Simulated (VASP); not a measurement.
# MgS (Fm-3m) in VASP: further runs, part 2 of 2

VASP 6.6.1.

### Step 3. Elastic constants, PBE

Input file INCAR:

```
PREC     = Accurate       # precision mode
ENCUT    = 600            # plane-wave cutoff, eV
EDIFF    = 1E-8           # SCF threshold, eV
ISMEAR   = 0              # smearing method
SIGMA    = 0.01           # smearing width, eV
LREAL    = False          # projectors in reciprocal space
LASPH    = True           # aspherical terms in the spheres
NELM     = 100            # most SCF steps
ALGO     = Normal         # electronic algorithm
ISIF     = 3              # what is computed and relaxed
LWAVE    = False          # write WAVECAR
LCHARG   = False          # write CHGCAR
GGA      = PE             # functional
NBANDS   = 11             # bands
IBRION   = 6              # ionic algorithm
NFREE    = 2            
POTIM    = 0.015          # step
NSW      = 1              # ionic steps
```

Input file KPOINTS:

```
regular mesh
0
Gamma
  8 8 8
```

Input file POSCAR:

```
MgS
1.0
    0.0000000000      2.6150125365      2.6150125365
    2.6150125365      0.0000000000      2.6150125365
    2.6150125365      2.6150125365      0.0000000000
Mg S
1 1
Direct
    0.0000000000      0.0000000000      0.0000000000
    0.5000000000      0.5000000000      0.5000000000
```

Potentials or basis: VASP PAW PBE potentials, release 64 (Mg, S).

The run is started by

```sh
$ cat potpaw_PBE.64/Mg/POTCAR potpaw_PBE.64/S/POTCAR > POTCAR
$ mpirun -np 1 vasp_std > vasp.out
```

OUTCAR:

```text
PREC = Accurate
   ENCUT = 600
   EDIFF = 1E-8
   ISMEAR = 0
   LREAL = False
   LASPH = True
   NELM = 100
   ISIF = 3
   GGA = PE
   IBRION = 6
   NFREE = 2
   POTIM = 0.015
   NSW = 1

 ion  position               nearest neighbor table
   1  0.000  0.000  0.000-   2 2.62   2 2.62   2 2.62   2 2.62   2 2.62   2 2.62
   2  0.500  0.500  0.500-   1 2.62   1 2.62   1 2.62   1 2.62   1 2.62   1 2.62

  LATTYP: Found a face centered cubic cell.
 ALAT       =     5.2300250730

  Lattice vectors:

 A1 = (   0.0000000000,   2.6150125365,   2.6150125365)
 A2 = (   2.6150125365,   0.0000000000,   2.6150125365)
 A3 = (   2.6150125365,   2.6150125365,   0.0000000000)

Analysis of symmetry for initial positions (statically):
=====================================================================
 Subroutine PRICEL returns:
 Original cell was already a primitive cell.

 Routine SETGRP: Setting up the symmetry group for a
 face centered cubic supercell.

 Subroutine GETGRP returns: Found 48 space group operations
 (whereof 48 operations were pure point group operations)
 out of a pool of 48 trial point group operations.

The static configuration has the point symmetry O_h .

Analysis of symmetry for dynamics (positions and initial velocities):
=====================================================================
 Subroutine PRICEL returns:
 Original cell was already a primitive cell.

 Routine SETGRP: Setting up the symmetry group for a
 face centered cubic supercell.

 Subroutine GETGRP returns: Found 48 space group operations
 (whereof 48 operations were pure point group operations)
 out of a pool of 48 trial point group operations.

The dynamic configuration has the point symmetry O_h .

 Subroutine INISYM returns: Found 48 space group operations
 (whereof 48 operations are pure point group operations),
 and found     1 'primitive' translations

----------------------------------------------------------------------------------------

                                     Primitive cell

  volume of cell :      35.7644

  direct lattice vectors                    reciprocal lattice vectors
     0.000000000  2.615012537  2.615012537    -0.191203672  0.191203672  0.191203672
     2.615012537  0.000000000  2.615012537     0.191203672 -0.191203672  0.191203672
     2.615012537  2.615012537  0.000000000     0.191203672  0.191203672 -0.191203672

  length of vectors
     3.698186195  3.698186195  3.698186195     0.331174475  0.331174475  0.331174475

  position of ions in fractional coordinates (direct lattice)
     0.000000000  0.000000000  0.000000000
     0.500000000  0.500000000  0.500000000

  ion indices of the primitive-cell ions
   primitive index   ion index
                 1           1
                 2           2

[... 303 lines left out ...]
 number of electron       7.9999999 magnetization

 Free energy of the ion-electron system (eV)
  ---------------------------------------------------
  ext. energy  EPLUGINS =         0.00000000
  ---------------------------------------------------
  free energy    TOTEN  =        -8.50297806 eV

  energy without entropy =       -8.50297806  energy(sigma->0) =       -8.50297806

 E-fermi :   3.6636     XC(G=0):  -9.6249

 val. band max:        3.5890227883   @ k =   0.0000   0.0000   0.0000
 cond. band min:       6.3310418559   @ k =   0.5000   0.5000   0.0000
 fundamental gap:      2.7420190676
 Fermi energy:         3.6635775317

 k-point     1 :       0.0000    0.0000    0.0000
  band No.  band energies     occupation
      1      -8.9911      2.00000
      2       3.5886      2.00000
      3       3.5890      2.00000
      4       3.5890      2.00000
      5       7.1792      0.00000
      6      11.5525      0.00000
      7      11.5525      0.00000
      8      11.5529      0.00000
      9      13.9209      0.00000
     10      13.9215      0.00000
     11      16.0907      0.00000
[... 309 lines left out ...]
 k-point    24 :      -0.3750    0.2500    0.1250
  band No.  band energies     occupation
      1      -7.5352      2.00000
      2      -0.6386      2.00000
      3       1.5002      2.00000
      4       2.4680      2.00000
      5       9.1213      0.00000
      6       9.6661      0.00000
      7      11.9574      0.00000
      8      12.9333      0.00000
      9      15.7874      0.00000
     10      16.7567      0.00000
     11      19.0383      0.00000

 [... further k-points ...]

------------------------ aborting loop because EDIFF is reached ----------------------------------------

  FORCE on cell =-STRESS in cart. coord.  units (eV):
  Direction    XX          YY          ZZ          XY          YZ          ZX
  --------------------------------------------------------------------------------------
  -------------------------------------------------------------------------------------
  Total       -0.0567737     -0.0626459     -0.0626459     -0.0000000      0.0000000     -0.0000000
  in kB       -2.5433511     -2.8064158     -2.8064158     -0.0000000      0.0000000     -0.0000000
  external PRESSURE =      -2.7187275 kB  Pullay stress =       0.0000000 kB
[... 17 lines left out ...]
  FREE ENERGIE OF THE ION-ELECTRON SYSTEM (eV)
  ---------------------------------------------------
  free  energy   TOTEN  =        -8.5029780620 eV

  energy  without entropy=       -8.5029780620  energy(sigma->0) =       -8.50297806

 INTERNAL STRAIN TENSORS FROM STRAINED CELLS
 ============================================

 INTERNAL STRAIN TENSOR FOR ION    1 for displacements in x,y,z  (eV/Angst):
          X           Y           Z          XY          YZ          ZX
  --------------------------------------------------------------------------------
  x     0.00000    -0.00000    -0.00000     0.00000     0.00000    -0.00000
  y     0.00000     0.00000     0.00000    -0.00000    -0.00000     0.00000
  z    -0.00000    -0.00000     0.00000    -0.00000    -0.00000     0.00000

 INTERNAL STRAIN TENSORS FROM DISPLACED ATOMS
 ============================================

 INTERNAL STRAIN TENSOR FOR ION    1 for displacements in x,y,z  (eV/Angst):
          X           Y           Z          XY          YZ          ZX
  --------------------------------------------------------------------------------
  x     0.00000     0.00000     0.00000     0.00000     0.00000     0.00000
  y     0.00000     0.00000     0.00000     0.00000     0.00000     0.00000
  z     0.00000     0.00000     0.00000     0.00000     0.00000     0.00000

 INTERNAL STRAIN TENSOR FOR ION    2 for displacements in x,y,z  (eV/Angst):
          X           Y           Z          XY          YZ          ZX
  --------------------------------------------------------------------------------
  x     0.00000     0.00000     0.00000     0.00000     0.00000     0.00000
  y     0.00000     0.00000     0.00000     0.00000     0.00000     0.00000
  z     0.00000     0.00000     0.00000     0.00000     0.00000     0.00000

 Eigenvectors and eigenvalues of the dynamical matrix
 ----------------------------------------------------

   1 f  =    6.708520 THz    42.150877 2PiTHz  223.772154 cm-1    27.744199 meV
             X         Y         Z           dx          dy          dz
      0.000000  0.000000  0.000000    -0.000000    0.000000   -0.754238
      2.615013  2.615013  2.615013    -0.000000    0.000000    0.656601
[... 21 lines left out ...]
   6 f/i=    0.000250 THz     0.001570 2PiTHz    0.008336 cm-1     0.001034 meV
             X         Y         Z           dx          dy          dz
      0.000000  0.000000  0.000000    -0.095399    0.216157    0.612617
      2.615013  2.615013  2.615013    -0.109585    0.248299    0.703714

--------------------------------------------------------------------------------------------------------

 ELASTIC MODULI CONTR FROM IONIC RELAXATION (kBar)
 Direction    XX          YY          ZZ          XY          YZ          ZX
 --------------------------------------------------------------------------------
 XX           0.0000      0.0000      0.0000      0.0000      0.0000      0.0000
 YY           0.0000      0.0000      0.0000      0.0000      0.0000      0.0000
 ZZ           0.0000      0.0000      0.0000      0.0000      0.0000      0.0000
 XY           0.0000      0.0000      0.0000      0.0000      0.0000      0.0000
 YZ           0.0000      0.0000      0.0000      0.0000      0.0000      0.0000
 ZX           0.0000      0.0000      0.0000      0.0000      0.0000      0.0000
 --------------------------------------------------------------------------------

 TOTAL ELASTIC MODULI (kBar)
 Direction    XX          YY          ZZ          XY          YZ          ZX
 --------------------------------------------------------------------------------
 XX        1386.0028    417.7943    417.7943      0.0000      0.0000      0.0000
 YY         417.7943   1386.0028    417.7943      0.0000      0.0000      0.0000
 ZZ         417.7943    417.7943   1386.0028      0.0000      0.0000     -0.0000
 XY           0.0000      0.0000      0.0000    540.9701      0.0000      0.0000
 YZ           0.0000      0.0000      0.0000      0.0000    540.9701      0.0000
 ZX           0.0000      0.0000     -0.0000      0.0000      0.0000    540.9701
 --------------------------------------------------------------------------------
```

It took 13 min on 1 thread of AMD EPYC 7R43 (Zen 3), shared host; peak memory 0.25 GiB.

Results:

* Elastic constants C11, C12, C44: 139, 42, 54 GPa
* Voigt bulk modulus: 74 GPa
* Highest phonon frequency at Γ, LO-TO splitting left out: 224 cm⁻¹

Phonon frequencies in cm⁻¹ (negative: imaginary):
| q point | frequencies |
| --- | --- |
| (0.000, 0.000, 0.000) | 0 0 0 224 224 224 |

Elastic tensor in Voigt notation (GPa, in the Cartesian axes of the cell as first typed):
```
139  42  42   0   0   0
 42 139  42   0   0   0
 42  42 139   0   0   0
  0   0   0  54   0   0
  0   0   0   0  54   0
  0   0   0   0   0  54
```

Clamped-ion elastic tensor (GPa):
```
139  42  42   0   0   0
 42 139  42   0   0   0
 42  42 139   0   0   0
  0   0   0  54   0   0
  0   0   0   0  54   0
  0   0   0   0   0  54
```
